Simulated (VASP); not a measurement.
# Lu (P6/mmm) in VASP: further runs, part 2 of 2

VASP 6.6.1.

**3. Single point, PBEsol (28.46 Å³/atom)**

This run uses another cell than the first one, of 28.46 Å³/atom.

INCAR

```
PREC = Accurate ; ENCUT = 520
EDIFF = 1E-7 ; ISMEAR = -1
SIGMA = 0.1 ; LREAL = F
LASPH = T ; NELM = 60
ALGO = Normal ; ISIF = 2
LWAVE = F ; LCHARG = F
GGA = PS ; NBANDS = 44
```

KPOINTS

```
Automatic mesh
0
Gamma
  8 8 11
```

POSCAR

```
Lu
1.0
    5.3943494548      0.0000000000      0.0000000000
   -2.6971747274      4.6716436647      0.0000000000
    0.0000000000      0.0000000000      3.3880185327
Lu
3
Direct
    1.0000000000      0.0000000000      1.0000000000
    0.3333333333      0.6666666667      0.5000000000
    0.6666666667      0.3333333333      0.5000000000
```

Potentials or basis: VASP PAW PBE potentials, release 64 (Lu).

On the command line:

```
> cat potpaw_PBE.64/Lu/POTCAR > POTCAR
> mpirun -np 1 vasp_std > vasp.out
```

OUTCAR:

```text
PREC = Accurate
   ENCUT = 520
   EDIFF = 1E-7
   ISMEAR = -1
   LREAL = F
   LASPH = T
   NELM = 60
   ISIF = 2
   GGA = PS

 ion  position               nearest neighbor table
   1  0.000  0.000  0.000-   2 3.55   3 3.55   2 3.55   3 3.55   2 3.55   2 3.55   3 3.55   3 3.55
                             3 3.55   3 3.55   2 3.55   2 3.55
   2  0.333  0.667  0.500-   3 3.11   3 3.11   3 3.11   1 3.55   1 3.55   1 3.55   1 3.55   1 3.55
                             1 3.55
   3  0.667  0.333  0.500-   2 3.11   2 3.11   2 3.11   1 3.55   1 3.55   1 3.55   1 3.55   1 3.55
                             1 3.55

  LATTYP: Found a hexagonal cell.
 ALAT       =     5.3943494548
 C/A-ratio  =     0.6280680481

  Lattice vectors:

 A1 = (   5.3943494548,   0.0000000000,   0.0000000000)
 A2 = (  -2.6971747274,   4.6716436647,   0.0000000000)
 A3 = (   0.0000000000,   0.0000000000,   3.3880185327)

Analysis of symmetry for initial positions (statically):
=====================================================================
 Subroutine PRICEL returns:
 Original cell was already a primitive cell.

 Routine SETGRP: Setting up the symmetry group for a
 hexagonal supercell.

 Subroutine GETGRP returns: Found 24 space group operations
 (whereof 24 operations were pure point group operations)
 out of a pool of 24 trial point group operations.

The static configuration has the point symmetry D_6h.

Analysis of symmetry for dynamics (positions and initial velocities):
=====================================================================
 Subroutine PRICEL returns:
 Original cell was already a primitive cell.

 Routine SETGRP: Setting up the symmetry group for a
 hexagonal supercell.

 Subroutine GETGRP returns: Found 24 space group operations
 (whereof 24 operations were pure point group operations)
 out of a pool of 24 trial point group operations.
[... 117 lines left out ...]
   EFERMI =   0.00;   METHOD = LEGACY
   ISMEAR =    -1;   SIGMA  =   0.10  broadening in eV -4-tet -1-fermi 0-gaus
   EFERMI_NEDOS =   21; number of points for ismear=-14 and -15
   IALGO  =     38    algorithm
   IMIX   =      4    mixing-type and parameters
     AMIX     =   0.40;   BMIX     =  1.00
     AMIX_MAG =   1.60;   BMIX_MAG =  1.00
  volume/ion in A,a.u.               =      28.46       192.06
  Fermi-wavevector in a.u.,A,eV,Ry     =   1.567871  2.962847 33.446117  2.458220
  Thomas-Fermi vector in A             =   2.669987
   LORBIT       =      0    0 simple, 1 ext, 2 COOP (PROOUT), +10 PAW based schemes
   GGA     = PS    functional components
   LHFCALC =     F    Hartree Fock is set to
   AEXX    =    0.0000 exact exchange contribution
   IVDW    =     0    specifies the selected vdW correction
   LEPSILON=     F    determine dielectric tensor
   LRPA    =     F    only Hartree local field effects (RPA)
 non-spin polarized calculation
  energy-cutoff  :      520.00
  volume of cell :       85.38
 maximum number of plane-waves:      2326
   NGX = 21   NGY = 21   NGZ = 13

 number of electron      75.0000016 magnetization

 Free energy of the ion-electron system (eV)
  ---------------------------------------------------
  ext. energy  EPLUGINS =         0.00000000
  ---------------------------------------------------
  free energy    TOTEN  =       -14.65446358 eV

  energy without entropy =      -14.48971364  energy(sigma->0) =      -14.57208861

 E-fermi :   2.1128     XC(G=0): -10.8835

 val. band max:        2.0982099403   @ k =   0.2500   0.1250   0.1818
 cond. band min:       2.1171432605   @ k =   0.1250   0.1250   0.1818
 fundamental gap:      0.0189333203
 Fermi energy:         2.1128394834

 k-point     1 :       0.0000    0.0000    0.0000
  band No.  band energies     occupation
      1     -54.0525      2.00000
      2     -53.9937      2.00000
      3     -53.9176      2.00000
      4     -24.9410      2.00000
      5     -24.9410      2.00000
      6     -24.6881      2.00000
[... 1117 lines left out ...]
     43       4.2843      0.00000
     44       5.2237      0.00000

 [... further k-points ...]

------------------------ aborting loop because EDIFF is reached ----------------------------------------

  FORCE on cell =-STRESS in cart. coord.  units (eV):
  Direction    XX          YY          ZZ          XY          YZ          ZX
  --------------------------------------------------------------------------------------
  -------------------------------------------------------------------------------------
  Total       -0.8747283     -0.8747283     -0.8083083      0.0000000     -0.0000000      0.0000000
  in kB      -16.4145577    -16.4145577    -15.1681654      0.0000000     -0.0000000      0.0000000
  external PRESSURE =     -15.9990936 kB  Pullay stress =       0.0000000 kB

 VOLUME and BASIS-vectors are now :
 -----------------------------------------------------------------------------
  energy-cutoff  :      520.00
  volume of cell :       85.38
      direct lattice vectors                 reciprocal lattice vectors
     5.394349455  0.000000000  0.000000000     0.185379165  0.107028711  0.000000000
    -2.697174727  4.671643665  0.000000000     0.000000000  0.214057422  0.000000000
     0.000000000  0.000000000  3.388018533     0.000000000  0.000000000  0.295157772

 POSITION                                       TOTAL-FORCE (eV/Angst)
 -----------------------------------------------------------------------------------
      0.00000      0.00000      0.00000         0.000000      0.000000      0.000000
     -0.00000      3.11443      1.69401        -0.000000      0.000000     -0.000000
      2.69717      1.55721      1.69401         0.000000     -0.000000      0.000000
 -----------------------------------------------------------------------------------
    total drift:                               -0.000000      0.000000      0.000000

  FREE ENERGIE OF THE ION-ELECTRON SYSTEM (eV)
  ---------------------------------------------------
  free  energy   TOTEN  =       -14.6544635833 eV

  energy  without entropy=      -14.4897136445  energy(sigma->0) =      -14.57208861
```

stdout:

```text
POSCAR found type information on POSCAR Lu
 POSCAR found :  1 types and       3 ions
 scaLAPACK will be used
 -----------------------------------------------------------------------------
|                                                                             |
|                                                                             |
|     You enforced a specific xc type in the INCAR file but a different       |
|     I HOPE YOU KNOW WHAT YOU ARE DOING!                                     |
|                                                                             |
 -----------------------------------------------------------------------------

 LDA part: xc-table for (Slater+PW92), standard interpolation
 POSCAR, INCAR and KPOINTS ok, starting setup
 FFT: planning ... GRIDC
 FFT: planning ... GRID_SOFT
 FFT: planning ... GRID
 WAVECAR not read
 entering main loop
```

Wall time 2.3 min (1 thread of Intel Xeon Platinum 8488C (Sapphire Rapids), shared host); peak memory 0.32 GiB.

Results:

| Item | Value |
| --- | --- |
| Free energy | -14.6545 eV |
| Pressure | -1.6 GPa |
| Band gap on the k mesh | zero (an odd number of electrons rules out a gap without spin polarisation) |

Stress tensor (GPa, compression positive):
```
-1.64  0.00  0.00
 0.00 -1.64  0.00
 0.00  0.00 -1.52
```

Caveat: the PAW data sets were made with another functional, which shifts forces and pressure a little; spin-orbit coupling is left out, which moves the levels of the heavy elements.

**4. Single point, PBEsol (29.55 Å³/atom)**

This run uses another cell than the first one, of 29.55 Å³/atom.

INCAR

```
PREC = Accurate
ENCUT = 520
EDIFF = 1E-6
ISMEAR = -1
SIGMA = 0.1
LREAL = F
LASPH = T
NELM = 80
ALGO = Normal
ISIF = 2
LWAVE = F
LCHARG = F
GGA = PS
NBANDS = 44
```

KPOINTS

```
regular mesh
0
Gamma
  8 8 11
```

POSCAR

```
Lu
1.0
    5.4626396088      0.0000000000      0.0000000000
   -2.7313198044      4.7307846730      0.0000000000
    0.0000000000      0.0000000000      3.4309093964
Lu
3
Direct
    1.0000000000      0.0000000000      1.0000000000
    0.3333333333      0.6666666667      0.5000000000
    0.6666666667      0.3333333333      0.5000000000
```

On the command line:

```
> cat potpaw_PBE.64/Lu/POTCAR > POTCAR
> mpirun -np 1 vasp_std > vasp.out
```

Run time: 2.5 min. Hardware: 1 thread of Intel Xeon Platinum 8488C (Sapphire Rapids), shared host; peak memory 0.34 GiB.

It converged, with:

* Free energy: -14.6076 eV
* Pressure: -3.1 GPa
* Band gap on the k mesh: zero (an odd number of electrons rules out a gap without spin polarisation)

Stress tensor (GPa, compression positive):
```
-3.18  0.00  0.00
 0.00 -3.18  0.00
 0.00  0.00 -3.00
```

Levels at points of the mesh, in eV from the Fermi level:
| k point | band 34 | band 35 | band 36 | band 37 | band 38 | band 39 | band 40 | band 41 |
| --- | --- | --- | --- | --- | --- | --- | --- | --- |
| (0.00, 0.00, 0.00) | -4.80 | -1.09 | -0.01 | -0.01 | 0.03 | 0.03 | 0.15 | 2.05 |
| (0.50, 0.00, 0.00) | -3.75 | -3.73 | -2.28 | 0.57 | 0.76 | 0.78 | 0.82 | 1.24 |

Caveat: the cell stands under tension; the PAW data sets were made with another functional, which shifts forces and pressure a little; spin-orbit coupling is left out, which moves the levels of the heavy elements.

**5. Summary**

| cell | gap on the mesh (eV) | pressure (GPa) |
| --- | --- | --- |
| a = 5.324, b = 5.324, c = 3.344 Å, angles 90.0, 90.0, 120.0°, 3 atoms | none | 0.5 |
| a = 5.394, b = 5.394, c = 3.388 Å, angles 90.0, 90.0, 120.0°, 3 atoms | none | -1.6 |
| a = 5.463, b = 5.463, c = 3.431 Å, angles 90.0, 90.0, 120.0°, 3 atoms | none | -3.1 |

Alike in all rows: task single point; level PBEsol; potentials or basis VASP PAW PBE potentials, release 64 (Lu); no spin polarisation; k mesh 8 × 8 × 11; cutoff (eV) 520; smearing fermi-dirac 0.1 eV.

Caveats: the PAW data sets were made with another functional, which shifts forces and pressure a little; spin-orbit coupling is left out, which moves the levels of the heavy elements; the cell stands under tension (at least some runs).

Absolute energies hang on the potentials; compare differences alone.
